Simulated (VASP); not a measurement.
# GaSiP: single point with PBE

Crystal: GaSiP.

```
Ga Si P
1.0
     3.55766    0.00000    0.00000
     0.00000    3.55766    0.00000
     0.00000    0.00000    7.98884
Ga Si P
2 2 2
Direct
  0.00000 0.50000 0.36702
  0.50000 0.00000 0.63298
  0.00000 0.00000 0.00000
  0.50000 0.50000 0.00000
  0.00000 0.50000 0.69890
  0.50000 0.00000 0.30110
```

- Program: VASP 6.6.1
- Task: single point
- Functional: PBE
- Potentials or basis: VASP PAW PBE potentials, release 64 (Ga_d, Si, P)
- Cutoff: 520 eV
- k mesh: 10 × 10 × 6
- Occupations: gaussian, width 0.1 eV
- Spin: no spin polarisation
- Dipole correction: no
- Further INCAR settings: ALGO = Fast; EDIFF = 1e-06; NBANDS = 31

The pressure is 0.0 GPa and the band gap on the k mesh is zero (bands 22 and 23 overlap by 3.41 eV).

Forces in eV/Å, atoms in the order of the input:
```
Ga   0.000  0.000  0.003
Ga   0.000  0.000 -0.003
Si   0.000  0.000  0.000
Si   0.000  0.000  0.000
P    0.000  0.000  0.003
P    0.000  0.000 -0.003
```

Levels at points of the mesh, in eV from the Fermi level:
```tsv
k point	band 20	band 21	band 22	band 23	band 24	band 25
(0.00, 0.00, 0.00)	-1.34	-0.94	-0.94	-0.91	0.15	1.07
(0.50, 0.00, 0.00)	-0.63	-0.60	-0.60	1.36	1.36	1.99
(0.50, 0.50, 0.00)	-4.85	-4.83	-4.83	-0.04	-0.04	1.38
(0.00, 0.00, 0.50)	-1.20	-0.89	-0.47	-0.13	-0.13	1.17
(0.50, 0.00, 0.50)	-0.54	1.09	1.09	1.89	1.89	2.92
(0.50, 0.50, 0.50)	-3.60	-3.45	-3.45	-1.82	-1.82	-0.04
```

Wall time 6.3 min on 1 thread of Oxide Virtual Turin-like Processor, on a shared host, peak memory 0.33 GiB.
